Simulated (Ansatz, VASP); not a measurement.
## One calculation of LiF, two programs

```xyz
2
Lattice="0.0000 1.9991 2.0442 1.9991 0.0000 2.0442 1.9991 1.9991 0.0000" Properties=species:S:1:pos:R:3 pbc="T T T"
Li    0.0000    0.0000    0.0000
F     1.9991    1.9991    2.0442
```

Alike in both runs: task electric field gradients; functional PBE; k mesh 10 × 10 × 10; no spin polarisation.

```csv
,VASP,Ansatz
version,VASP 6.6.1,Ansatz 0.2.0
potentials or method,"VASP PAW PBE potentials, release 64 (Li_sv, F), cutoff 520 eV","all-electron PAW with datasets made for the crystal, scalar-relativistic"
occupations,tetrahedron,tetrahedron-uncorrected
```

```tsv
	VASP	Ansatz	Ansatz less VASP
gap on the k mesh at the Fermi level (eV)	9.06	9.03	-0.025
```

Ansatz ran all-electron here, and VASP with PAW potentials.

Noted on VASP's run: the cutoff is under 1.25 times that of the potentials, so the pressure is a little rough.
